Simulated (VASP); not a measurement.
# Gd (P6_3/mmc) in VASP: single point with PBE

Aim: the single point of Gd with PBE.

All numbers are computed with VASP 6.6.1; they aren't measurements. Logs are shortened: lines on timing, memory, paths and dates and some standing lists are left out, and cuts for length are marked.

## Step 1: The cell of the first run

Symmetry: P6_3/mmc, No. 194, hexagonal system. Conventional cell: a = 2.620 Å, b = 2.620 Å, c = 4.526 Å, α = 90.00°, β = 90.00°, γ = 120.00°. Within 3.5 Å of Gd (site symmetry -6m2) lie 12 Gd at 2.62 to 2.72 Å.

## Step 2: Single point, PBE, collinear spin, ferromagnetic start (13.45 Å³/atom)

POSCAR reads:

```
Gd
1.0
    2.6199908415      0.0000000000      0.0000000000
   -1.3099954208      2.2689786264      0.0000000000
    0.0000000000      0.0000000000      4.5257614261
Gd
2
Direct
    0.3333333333      0.6666666667      0.2500000000
    0.6666666667      0.3333333333      0.7500000000
```

INCAR.step1 reads:

```
SYSTEM = Gd
PREC = Accurate
ENCUT = 520
EDIFF = 1E-7
ISMEAR = -1
SIGMA = 0.05
LREAL = .False.
LASPH = .True.
NELM = 150
ALGO = Normal
ISIF = 2
LWAVE = .False.
LCHARG = .True.
ISPIN = 2
MAGMOM = 7 7
LMAXMIX = 6
GGA = PE
NBANDS = 29
```

KPOINTS.step1 reads:

```
Automatic mesh
0
Gamma
  12 12 7
  0 0 0
```

INCAR.step2 reads:

```
SYSTEM = Gd
PREC = Accurate
ENCUT = 520
EDIFF = 1E-7
ISMEAR = -5
SIGMA = 0.05
LREAL = .False.
LASPH = .True.
NELM = 150
ALGO = Normal
ISIF = 2
LWAVE = .False.
LCHARG = .False.
ISPIN = 2
MAGMOM = 7 7
LORBIT = 10
LMAXMIX = 6
GGA = PE
NEDOS = 2001
ICHARG = 11
```

KPOINTS.step2 reads:

```
Automatic mesh
0
Gamma
  18 18 11
  0 0 0
```

Potentials or basis: VASP PAW PBE potentials, release 64 (Gd).

Command:

```sh
$ cat potpaw_PBE.64/Gd/POTCAR > POTCAR
$ cp INCAR.step1 INCAR
$ cp KPOINTS.step1 KPOINTS
$ mpirun -np 1 vasp_std > vasp.out
$ cp INCAR.step2 INCAR
$ cp KPOINTS.step2 KPOINTS
$ mpirun -np 1 vasp_std > vasp.out
```

OUTCAR:

```text
SYSTEM = Gd
   PREC = Accurate
   ENCUT = 520
   EDIFF = 1E-7
   ISMEAR = -5
   LREAL = .False.
   LASPH = .True.
   NELM = 150
   ISIF = 2
   ISPIN = 2
   LORBIT = 10
   GGA = PE
   ICHARG = 11

 ion  position               nearest neighbor table
   1  0.333  0.667  0.250-   2 2.72   2 2.72   2 2.72   2 2.72   2 2.72   2 2.72
   2  0.667  0.333  0.750-   1 2.72   1 2.72   1 2.72   1 2.72   1 2.72   1 2.72

  LATTYP: Found a hexagonal cell.
 ALAT       =     2.6199908415
 C/A-ratio  =     1.7273958956

  Lattice vectors:

 A1 = (   2.6199908415,   0.0000000000,   0.0000000000)
 A2 = (  -1.3099954208,   2.2689786264,   0.0000000000)
 A3 = (   0.0000000000,   0.0000000000,   4.5257614261)

Analysis of symmetry for initial positions (statically):
=====================================================================
 Subroutine PRICEL returns:
 Original cell was already a primitive cell.

 Routine SETGRP: Setting up the symmetry group for a
 hexagonal supercell.

 Subroutine GETGRP returns: Found 24 space group operations
 (whereof 12 operations were pure point group operations)
 out of a pool of 24 trial point group operations.

The static configuration has the point symmetry D_3d.
 The point group associated with its full space group is D_6h.

Analysis of symmetry for dynamics (positions and initial velocities):
=====================================================================
 Subroutine PRICEL returns:
 Original cell was already a primitive cell.

 Routine SETGRP: Setting up the symmetry group for a
 hexagonal supercell.

 Subroutine GETGRP returns: Found 24 space group operations
 (whereof 12 operations were pure point group operations)
 out of a pool of 24 trial point group operations.

The dynamic configuration has the point symmetry D_3d.
 The point group associated with its full space group is D_6h.

Analysis of structural, dynamic, and magnetic symmetry:
=====================================================================
 Subroutine PRICEL returns:
 Original cell was already a primitive cell.

 Routine SETGRP: Setting up the symmetry group for a
 hexagonal supercell.

 Subroutine GETGRP returns: Found 24 space group operations
 (whereof 12 operations were pure point group operations)
 out of a pool of 24 trial point group operations.

The overall configuration has the point symmetry D_3d.
 The point group associated with its full space group is D_6h.

 Subroutine INISYM returns: Found 24 space group operations
 (whereof 12 operations are pure point group operations),
 and found     1 'primitive' translations

----------------------------------------------------------------------------------------

                                     Primitive cell

  volume of cell :      26.9043

  direct lattice vectors                    reciprocal lattice vectors
     2.619990841  0.000000000  0.000000000     0.381680724  0.220363468  0.000000000
    -1.309995421  2.268978626  0.000000000     0.000000000  0.440726937  0.000000000
     0.000000000  0.000000000  4.525761426     0.000000000  0.000000000  0.220957294

  length of vectors
     2.619990841  2.619990842  4.525761426     0.440726937  0.440726937  0.220957294

  position of ions in fractional coordinates (direct lattice)
     0.333333333  0.666666667  0.250000000
     0.666666667  0.333333333  0.750000000

  ion indices of the primitive-cell ions
   primitive index   ion index
                 1           1
                 2           2

----------------------------------------------------------------------------------------

 KPOINTS: Automatic mesh

Automatic generation of k-mesh.
 Grid dimensions read from file:
 generate k-points for:   18   18   11

 Generating k-lattice:

  Cartesian coordinates                     Fractional coordinates (reciprocal lattice)
     0.021204485  0.012242415  0.000000000     0.055555556  0.000000000  0.000000000
     0.000000000  0.024484830  0.000000000     0.000000000  0.055555556  0.000000000
     0.000000000  0.000000000  0.020087027     0.000000000  0.000000000  0.090909091

  Length of vectors
     0.024484830  0.024484830  0.020087027

  Shift w.r.t. Gamma in fractional coordinates (k-lattice)
     0.000000000  0.000000000  0.000000000

 TETIRR: Found   3464 inequivalent tetrahedra from    21384

 Subroutine IBZKPT returns following result:
 ===========================================

 Found    222 irreducible k-points:

 Following reciprocal coordinates:
            Coordinates               Weight
  0.000000  0.000000  0.000000      1.000000
  0.055556  0.000000  0.000000      6.000000
  0.111111  0.000000  0.000000      6.000000
  0.166667 -0.000000  0.000000      6.000000
  0.222222 -0.000000  0.000000      6.000000
  0.277778  0.000000  0.000000      6.000000
[... 16 lines left out ...]
  0.333333  0.111111  0.000000     12.000000
  0.388889  0.111111  0.000000     12.000000
 [... further k-points ...]
   k-points           NKPTS =    222   k-points in BZ     NKDIM =    222   number of bands    NBANDS=     29
   number of dos      NEDOS =   2001   number of ions     NIONS =      2
   total plane-waves  NPLWV =  14400
   dimension x,y,z NGX =    20 NGY =   20 NGZ =   36
   dimension x,y,z NGXF=    40 NGYF=   40 NGZF=   72
   ions per type =               2
   NGX,Y,Z   is equivalent  to a cutoff of  12.69, 12.69, 13.22 a.u.
   NGXF,Y,Z  is equivalent  to a cutoff of  25.38, 25.38, 26.45 a.u.
 SYSTEM =  Gd
   PREC   = accura    normal or accurate (medium, high low for compatibility)
   ISTART =      0    job   : 0-new  1-cont  2-samecut
   ICHARG =     11    charge: 1-file 2-atom 10-const
   ISPIN  =      2    spin polarized calculation?
   LNONCOLLINEAR =      F non collinear calculations
   LSORBIT =      F    spin-orbit coupling
   LASPH  =      T    aspherical Exc in radial PAW
   ENCUT  =  520.0 eV  38.22 Ry    6.18 a.u.   4.87  4.87  8.41*2*pi/ulx,y,z
   NELM   =    150;   NELMIN=  2; NELMDL=  0     # of ELM steps
   EDIFF  = 0.1E-06   stopping-criterion for ELM
   LREAL  =      F    real-space projection
   EDIFFG = 0.1E-05   stopping-criterion for IOM
   NSW    =      0    number of steps for IOM
   IBRION =     -1    ionic relax: 0-MD 1-quasi-New 2-CG
   NFREE  =      0    steps in history (QN), initial steepest desc. (CG)
   ISIF   =      2    stress and relaxation
   ISYM   =      2    0-nonsym 1-usesym 2-fastsym
   POTIM  = 0.5000    time-step for ionic-motion
   TEBEG  =    0.0;   TEEND  =   0.0 temperature during run
   PSTRESS=    0.0 pullay stress
   NELECT =      36.0000    total number of electrons
   NUPDOWN=      -1.0000    fix difference up-down
   EMIN   =  10.00;   EMAX   =-10.00  energy-range for DOS
   EFERMI =   0.00;   METHOD = LEGACY
   ISMEAR =    -5;   SIGMA  =   0.05  broadening in eV -4-tet -1-fermi 0-gaus
   EFERMI_NEDOS =   21; number of points for ismear=-14 and -15
   IALGO  =     38    algorithm
   IMIX   =      4    mixing-type and parameters
     AMIX     =   0.40;   BMIX     =  1.00
     AMIX_MAG =   1.60;   BMIX_MAG =  1.00
  volume/ion in A,a.u.               =      13.45        90.78
  Fermi-wavevector in a.u.,A,eV,Ry     =   1.803994  3.409054 44.278716  3.254394
  Thomas-Fermi vector in A             =   2.863990
   LORBIT       =     10    0 simple, 1 ext, 2 COOP (PROOUT), +10 PAW based schemes
   GGA     = PE    functional components
   LHFCALC =     F    Hartree Fock is set to
   AEXX    =    0.0000 exact exchange contribution
   IVDW    =     0    specifies the selected vdW correction
   LEPSILON=     F    determine dielectric tensor
   LRPA    =     F    only Hartree local field effects (RPA)
 spin polarized calculation
 Fermi weights with tetrahedron method with Bloechl corrections
  energy-cutoff  :      520.00
  volume of cell :       26.90
 maximum number of plane-waves:       744
 NGX is ok and might be reduce to    20

 number of electron      35.9999989 magnetization      13.1865618

 Free energy of the ion-electron system (eV)
  ---------------------------------------------------
  ext. energy  EPLUGINS =         0.00000000
  ---------------------------------------------------
  free energy    TOTEN  =       -15.47234204 eV

  energy without entropy =      -15.47234204  energy(sigma->0) =      -15.47234204

 E-fermi :   8.8575     XC(G=0): -14.9104

 val. band max:        8.9399253155   @ k =   0.2778   0.2778   0.3636
 cond. band min:       8.7541851816   @ k =   0.2778   0.0556   0.4545
 fundamental gap:     -0.1857401340
 Fermi energy:         8.8574576292

 spin component 1

 k-point     1 :       0.0000    0.0000    0.0000
  band No.  band energies     occupation
      1     -37.0935      1.00000
      2     -35.6259      1.00000
      3     -17.2507      1.00000
      4     -10.4824      1.00000
      5     -10.4824      1.00000
      6     -10.3867      1.00000
[... 757 lines left out ...]
     28      13.1859      0.00000
     29      14.4923      0.00000

 [... further k-points ...]

 spin component 2

 k-point     1 :       0.0000    0.0000    0.0000
  band No.  band energies     occupation
      1     -34.4610      1.00000
      2     -32.7779      1.00000
      3     -15.6810      1.00000
      4      -8.1878      1.00000
      5      -8.1878      1.00000
      6      -8.0603      1.00000
[... 757 lines left out ...]
     28      14.6877      0.00000
     29      15.9810      0.00000

 [... further k-points ...]

------------------------ aborting loop because EDIFF is reached ----------------------------------------

  FORCE on cell =-STRESS in cart. coord.  units (eV):
  Direction    XX          YY          ZZ          XY          YZ          ZX
  --------------------------------------------------------------------------------------
  -------------------------------------------------------------------------------------
  Total       20.8491459     20.8491459     20.8317965     -0.0000000     -0.0000000      0.0000000
  in kB     1241.5865981   1241.5865981   1240.5534274     -0.0000000     -0.0000000      0.0000000
  external PRESSURE =    1241.2422079 kB  Pullay stress =       0.0000000 kB

 VOLUME and BASIS-vectors are now :
 -----------------------------------------------------------------------------
  energy-cutoff  :      520.00
  volume of cell :       26.90
      direct lattice vectors                 reciprocal lattice vectors
     2.619990841  0.000000000  0.000000000     0.381680724  0.220363468  0.000000000
    -1.309995421  2.268978626  0.000000000     0.000000000  0.440726937  0.000000000
     0.000000000  0.000000000  4.525761426     0.000000000  0.000000000  0.220957294

 POSITION                                       TOTAL-FORCE (eV/Angst)
 -----------------------------------------------------------------------------------
     -0.00000      1.51265      1.13144         0.000000     -0.000000      0.000000
      1.31000      0.75633      3.39432        -0.000000      0.000000      0.000000
 -----------------------------------------------------------------------------------
    total drift:                                0.000000     -0.000000      0.000000

  FREE ENERGIE OF THE ION-ELECTRON SYSTEM (eV)
  ---------------------------------------------------
  free  energy   TOTEN  =       -15.4723420436 eV

  energy  without entropy=      -15.4723420436  energy(sigma->0) =      -15.47234204

 total charge

# of ion       s       p       d       f       tot
--------------------------------------------------
    1        2.091   5.518   1.438   7.253  16.300
    2        2.091   5.518   1.438   7.253  16.300
--------------------------------------------------
tot          4.183  11.035   2.876  14.506  32.600

 magnetization (x)

# of ion       s       p       d       f       tot
--------------------------------------------------
    1        0.030  -0.048   0.068   6.346   6.396
    2        0.030  -0.048   0.068   6.346   6.396
--------------------------------------------------
tot          0.060  -0.096   0.135  12.693  12.792
```

It took 19 min on 1 thread of Intel Xeon 8259CL, shared host; peak memory 0.38 GiB.

Results:

```yaml
Net_moment: 13.19 μB per cell
Site_moments: Gd +6.40 μB
Valence_electrons_inside_the_program's_atomic_spheres: Gd 16.30
```

Caveat: spin-orbit coupling is left out, which moves the levels of the heavy elements; semilocal functionals describe open f shells poorly, which spoils levels, moments and volumes. The state reached can hang on the start; a lower one may exist.
